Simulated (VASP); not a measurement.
Here is a VASP 6.6.1 calculation.

File INCAR:

```
PREC = Accurate
ENCUT = 520
EDIFF = 1E-6
ISMEAR = 0
SIGMA = 0.05
LREAL = F
LASPH = T
NELM = 80
ALGO = Normal
ISIF = 2
LWAVE = F
LCHARG = F
GGA = RE
NBANDS = 16
```

KPOINTS

```
Automatic mesh
0
Gamma
  6 6 6
```

Contents of POSCAR:

```
HgTe
1.0
    0.0000000000      3.3875189872      3.3875189872
    3.3875189872      0.0000000000      3.3875189872
    3.3875189872      3.3875189872      0.0000000000
Hg Te
1 1
Direct
    0.0000000000      0.0000000000      0.0000000000
    0.2500000000      0.2500000000      0.2500000000
```

Potentials or basis: VASP PAW PBE potentials, release 64 (Hg, Te).

Command:

```console
$ cat potpaw_PBE.64/Hg/POTCAR potpaw_PBE.64/Te/POTCAR > POTCAR
$ mpirun -np 1 vasp_std > vasp.out
```

Question: Estimate the band gap on the k mesh.

Answer: Zero (filled and empty bands touch).

Question: Estimate the pressure.

Answer: -0.5 GPa.

Caveat: the PAW data sets were made with another functional, which shifts forces and pressure a little; spin-orbit coupling is left out, which moves the levels of the heavy elements.
